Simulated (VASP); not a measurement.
# PtS2 (P-3m1) in VASP: single point with PBE

Aim: the single point of PtS2 with PBE.

All numbers are computed with VASP 6.6.1; they aren't measurements. Logs are shortened: lines on timing, memory, paths and dates and some standing lists are left out, and cuts for length are marked.

### Step 1. The cell of the first run

Symmetry: P-3m1, No. 164, trigonal system. The conventional cell has a = 3.543 Å, b = 3.543 Å, c = 5.039 Å, α = 90.00°, β = 90.00°, γ = 120.00°. Within 3.1 Å of Pt (site symmetry -3m) lie 6 S at 2.34 Å. S (site symmetry 3m) has 3 Pt at 2.34 Å and 3 S at 3.07 Å within 3.1 Å.

### Step 2. Single point, PBE

INCAR

```
SYSTEM = PtS2
PREC = Accurate
ENCUT = 500
EDIFF = 1E-6
ISMEAR = 0
SIGMA = 0.15
LREAL = .False.
LASPH = .True.
NELM = 120
ALGO = Normal
ISIF = 2
LWAVE = .False.
LCHARG = .True.
GGA = PE
LELF = .True.
LVHAR = .True.
NBANDS = 18
GGA_COMPAT = .False.
```

KPOINTS

```
regular mesh
0
Gamma
  7 7 5
  0 0 0
```

POSCAR

```
PtS2
1.0
    3.5432000000      0.0000000000      0.0000000000
   -1.7716000000      3.0685010000      0.0000000000
    0.0000000000      0.0000000000      5.0388000000
Pt S
1 2
Direct
    0.0000000000      0.0000000000      0.0000000000
    0.3333330000      0.6666670000      0.2270000000
    0.6666670000      0.3333330000      0.7730000000
```

Potentials or basis: VASP PAW PBE potentials, release 64 (Pt, S).

Run with:

```bash
$ cat potpaw_PBE.64/Pt/POTCAR potpaw_PBE.64/S/POTCAR > POTCAR
$ mpirun -np 1 vasp_std > vasp.out
```

OUTCAR:

```text
SYSTEM = PtS2
   PREC = Accurate
   ENCUT = 500
   EDIFF = 1E-6
   ISMEAR = 0
   LREAL = .False.
   LASPH = .True.
   NELM = 120
   ISIF = 2
   GGA = PE

 ion  position               nearest neighbor table
   1  0.000  0.000  0.000-   2 2.34   3 2.34   2 2.34   3 2.34   3 2.34   2 2.34
   2  0.333  0.667  0.227-   1 2.34   1 2.34   1 2.34
   3  0.667  0.333  0.773-   1 2.34   1 2.34   1 2.34

  LATTYP: Found a hexagonal cell.
 ALAT       =     3.5432000000
 C/A-ratio  =     1.4221043125

  Lattice vectors:

 A1 = (   3.5432000000,   0.0000000000,   0.0000000000)
 A2 = (  -1.7716000000,   3.0685010000,   0.0000000000)
 A3 = (   0.0000000000,   0.0000000000,   5.0388000000)

Analysis of symmetry for initial positions (statically):
=====================================================================
 Subroutine PRICEL returns:
 Original cell was already a primitive cell.

 Routine SETGRP: Setting up the symmetry group for a
 hexagonal supercell.

 Subroutine GETGRP returns: Found 12 space group operations
 (whereof 12 operations were pure point group operations)
 out of a pool of 24 trial point group operations.

The static configuration has the point symmetry D_3d.

Analysis of symmetry for dynamics (positions and initial velocities):
=====================================================================
 Subroutine PRICEL returns:
 Original cell was already a primitive cell.

 Routine SETGRP: Setting up the symmetry group for a
 hexagonal supercell.

 Subroutine GETGRP returns: Found 12 space group operations
 (whereof 12 operations were pure point group operations)
 out of a pool of 24 trial point group operations.

The dynamic configuration has the point symmetry D_3d.

 Subroutine INISYM returns: Found 12 space group operations
 (whereof 12 operations are pure point group operations),
 and found     1 'primitive' translations

----------------------------------------------------------------------------------------

                                     Primitive cell

  volume of cell :      54.7834

  direct lattice vectors                    reciprocal lattice vectors
     3.543200000  0.000000000  0.000000000     0.282230752  0.162946012  0.000000000
    -1.771600000  3.068501000  0.000000000     0.000000000  0.325892023  0.000000000
     0.000000000  0.000000000  5.038800000     0.000000000  0.000000000  0.198459951

  length of vectors
     3.543200000  3.543199818  5.038800000     0.325892007  0.325892023  0.198459951

  position of ions in fractional coordinates (direct lattice)
     0.000000000  0.000000000  0.000000000
     0.333333000  0.666667000  0.227000000
     0.666667000  0.333333000  0.773000000

  ion indices of the primitive-cell ions
   primitive index   ion index
                 1           1
                 2           2
                 3           3

----------------------------------------------------------------------------------------

 KPOINTS: regular mesh

Automatic generation of k-mesh.
 Grid dimensions read from file:
 generate k-points for:    7    7    5

 Generating k-lattice:

  Cartesian coordinates                     Fractional coordinates (reciprocal lattice)
     0.040318679  0.023278002  0.000000000     0.142857143 -0.000000000  0.000000000
     0.000000000  0.046556003  0.000000000     0.000000000  0.142857143  0.000000000
     0.000000000  0.000000000  0.039691990     0.000000000  0.000000000  0.200000000

  Length of vectors
     0.046556001  0.046556003  0.039691990

  Shift w.r.t. Gamma in fractional coordinates (k-lattice)
     0.000000000  0.000000000  0.000000000

 Subroutine IBZKPT returns following result:
 ===========================================

 Found     32 irreducible k-points:

 Following reciprocal coordinates:
            Coordinates               Weight
  0.000000  0.000000  0.000000      1.000000
  0.142857  0.000000  0.000000      6.000000
  0.285714 -0.000000  0.000000      6.000000
  0.428571  0.000000  0.000000      6.000000
  0.142857  0.142857  0.000000      6.000000
  0.285714  0.142857  0.000000     12.000000
[... 16 lines left out ...]
  0.000000  0.142857  0.400000      6.000000
  0.285714 -0.000000  0.400000      6.000000
 [... further k-points ...]
   k-points           NKPTS =     32   k-points in BZ     NKDIM =     32   number of bands    NBANDS=     18
   number of dos      NEDOS =    301   number of ions     NIONS =      3
   total plane-waves  NPLWV =  31360
   dimension x,y,z NGX =    28 NGY =   28 NGZ =   40
   dimension x,y,z NGXF=    56 NGYF=   56 NGZF=   80
   ions per type =               1   2
   NGX,Y,Z   is equivalent  to a cutoff of  13.14, 13.14, 13.20 a.u.
   NGXF,Y,Z  is equivalent  to a cutoff of  26.28, 26.28, 26.39 a.u.
 SYSTEM =  PtS2
   PREC   = accura    normal or accurate (medium, high low for compatibility)
   ISTART =      0    job   : 0-new  1-cont  2-samecut
   ICHARG =      2    charge: 1-file 2-atom 10-const
   ISPIN  =      1    spin polarized calculation?
   LNONCOLLINEAR =      F non collinear calculations
   LSORBIT =      F    spin-orbit coupling
   LASPH  =      T    aspherical Exc in radial PAW
   ENCUT  =  500.0 eV  36.75 Ry    6.06 a.u.   6.46  6.46  9.19*2*pi/ulx,y,z
   NELM   =    120;   NELMIN=  2; NELMDL= -5     # of ELM steps
   EDIFF  = 0.1E-05   stopping-criterion for ELM
   LREAL  =      F    real-space projection
   EDIFFG = 0.1E-04   stopping-criterion for IOM
   NSW    =      0    number of steps for IOM
   IBRION =     -1    ionic relax: 0-MD 1-quasi-New 2-CG
   NFREE  =      0    steps in history (QN), initial steepest desc. (CG)
   ISIF   =      2    stress and relaxation
   ISYM   =      2    0-nonsym 1-usesym 2-fastsym
   POTIM  = 0.5000    time-step for ionic-motion
   TEBEG  =    0.0;   TEEND  =   0.0 temperature during run
   PSTRESS=    0.0 pullay stress
   NELECT =      22.0000    total number of electrons
   NUPDOWN=      -1.0000    fix difference up-down
   EMIN   =  10.00;   EMAX   =-10.00  energy-range for DOS
   EFERMI =   0.00;   METHOD = LEGACY
   ISMEAR =     0;   SIGMA  =   0.15  broadening in eV -4-tet -1-fermi 0-gaus
   EFERMI_NEDOS =   21; number of points for ismear=-14 and -15
   IALGO  =     38    algorithm
   IMIX   =      4    mixing-type and parameters
     AMIX     =   0.40;   BMIX     =  1.00
     AMIX_MAG =   1.60;   BMIX_MAG =  1.00
  volume/ion in A,a.u.               =      18.26       123.23
  Fermi-wavevector in a.u.,A,eV,Ry     =   1.207812  2.282434 19.848316  1.458810
  Thomas-Fermi vector in A             =   2.343439
   LORBIT       =      0    0 simple, 1 ext, 2 COOP (PROOUT), +10 PAW based schemes
   GGA     = PE    functional components
   LHFCALC =     F    Hartree Fock is set to
   AEXX    =    0.0000 exact exchange contribution
   IVDW    =     0    specifies the selected vdW correction
   LEPSILON=     F    determine dielectric tensor
   LRPA    =     F    only Hartree local field effects (RPA)
 non-spin polarized calculation
 Gauss-broadening in eV      SIGMA  =   0.15
  energy-cutoff  :      500.00
  volume of cell :       54.78
 maximum number of plane-waves:      1411
 NGX is ok and might be reduce to    28
   NGX = 13   NGY = 13   NGZ = 19

 number of electron      22.0000000 magnetization

 Free energy of the ion-electron system (eV)
  ---------------------------------------------------
  ext. energy  EPLUGINS =         0.00000000
  ---------------------------------------------------
  free energy    TOTEN  =       -15.26985830 eV

  energy without entropy =      -15.26985766  energy(sigma->0) =      -15.26985798

 E-fermi :   7.1764     XC(G=0): -10.5742

 val. band max:        6.7299863690   @ k =   0.0000   0.1429   0.2000
 cond. band min:       7.6230184853   @ k =   0.0000   0.2857   0.2000
 fundamental gap:      0.8930321163
 Fermi energy:         7.1763943701

 k-point     1 :       0.0000    0.0000    0.0000
  band No.  band energies     occupation
      1      -8.8191      2.00000
      2      -5.5779      2.00000
      3      -0.2978      2.00000
      4      -0.2978      2.00000
      5      -0.1779      2.00000
      6       2.7623      2.00000
[... 10 lines left out ...]
     17      14.6633      0.00000
     18      18.7825      0.00000

 k-point     2 :       0.1429    0.0000    0.0000
  band No.  band energies     occupation
      1      -8.5482      2.00000
      2      -5.7467      2.00000
      3      -0.1158      2.00000
      4      -0.0887      2.00000
      5       0.1022      2.00000
      6       2.3548      2.00000
[... 10 lines left out ...]
     17      15.4781      0.00000
     18      17.2546      0.00000

 k-point     3 :       0.2857   -0.0000    0.0000
  band No.  band energies     occupation
      1      -7.8286      2.00000
      2      -6.1026      2.00000
      3       0.1522      2.00000
      4       0.2899      2.00000
      5       0.9344      2.00000
      6       1.3121      2.00000
[... 10 lines left out ...]
     17      15.7475      0.00000
     18      15.8885      0.00000

 k-point     4 :       0.4286    0.0000    0.0000
  band No.  band energies     occupation
      1      -7.0122      2.00000
      2      -6.4376      2.00000
      3      -0.6366      2.00000
      4       0.5393      2.00000
      5       1.3992      2.00000
      6       2.0698      2.00000
[... 375 lines left out ...]
      4      -0.0952      2.00000
      5       1.1356      2.00000
      6       2.3356      2.00000
[... 10 lines left out ...]
     17      15.1237      0.00000
     18      15.9743      0.00000

 k-point    23 :       0.0000    0.1429    0.4000
  band No.  band energies     occupation
      1      -8.3026      2.00000
      2      -6.2639      2.00000
      3      -0.3096      2.00000
      4      -0.1119      2.00000
      5       1.1411      2.00000
      6       2.2933      2.00000
[... 10 lines left out ...]
     17      15.5585      0.00000
     18      15.6477      0.00000

 k-point    24 :       0.2857   -0.0000    0.4000
  band No.  band energies     occupation
      1      -7.5876      2.00000
      2      -6.4375      2.00000
      3      -0.1687      2.00000
      4       0.2839      2.00000
      5       0.8599      2.00000
      6       1.9809      2.00000
[... 10 lines left out ...]
     17      16.5456      0.00000
     18      16.6986      0.00000

 [... further k-points ...]

------------------------ aborting loop because EDIFF is reached ----------------------------------------

  FORCE on cell =-STRESS in cart. coord.  units (eV):
  Direction    XX          YY          ZZ          XY          YZ          ZX
  --------------------------------------------------------------------------------------
  -------------------------------------------------------------------------------------
  Total        3.9544085      3.9544079      3.4629169      0.0000000      0.0000000      0.0000000
  in kB      115.6493124    115.6492966    101.2753121      0.0000000      0.0000000      0.0000000
  external PRESSURE =     110.8579737 kB  Pullay stress =       0.0000000 kB

 VOLUME and BASIS-vectors are now :
 -----------------------------------------------------------------------------
  energy-cutoff  :      500.00
  volume of cell :       54.78
      direct lattice vectors                 reciprocal lattice vectors
     3.543200000  0.000000000  0.000000000     0.282230752  0.162946012  0.000000000
    -1.771600000  3.068501000  0.000000000     0.000000000  0.325892023  0.000000000
     0.000000000  0.000000000  5.038800000     0.000000000  0.000000000  0.198459951

 POSITION                                       TOTAL-FORCE (eV/Angst)
 -----------------------------------------------------------------------------------
      0.00000      0.00000      0.00000        -0.000000      0.000000      0.000000
     -0.00000      2.04567      1.14381         0.000000     -0.000000      1.214121
      1.77160      1.02283      3.89499        -0.000000      0.000000     -1.214121
 -----------------------------------------------------------------------------------
    total drift:                                0.000000     -0.000000      0.000000

  FREE ENERGIE OF THE ION-ELECTRON SYSTEM (eV)
  ---------------------------------------------------
  free  energy   TOTEN  =       -15.2698582959 eV

  energy  without entropy=      -15.2698576555  energy(sigma->0) =      -15.26985798
```

Run time: 61 s. Hardware: 1 thread of Intel Xeon 8259CL, shared host; peak memory 0.19 GiB.

What came out:

```
Free energy            : -15.2699 eV
Pressure               : 11.1 GPa
Largest force          : 1.214 eV/Å
Band gap on the k mesh : 0.89 eV (least direct gap 1.18 eV)
```

Forces in eV/Å, atoms in the order of the input:
```
Pt   0.000  0.000  0.000
S    0.000  0.000  1.214
S    0.000  0.000 -1.214
```

Levels at points of the mesh, in eV from the valence-band top:
```csv
k point,band 8,band 9,band 10,band 11,band 12,band 13,band 14,band 15
"(0.00, 0.00, 0.00)",-1.78,-1.13,-1.13,-0.11,2.47,2.47,4.80,5.78
```

Caveat: the cell stands under pressure; spin-orbit coupling is left out, which moves the levels of the heavy elements; forces of over 1 eV/Å act on the atoms, so gaps and moduli don't describe the material at rest. A k mesh can miss the band edges.
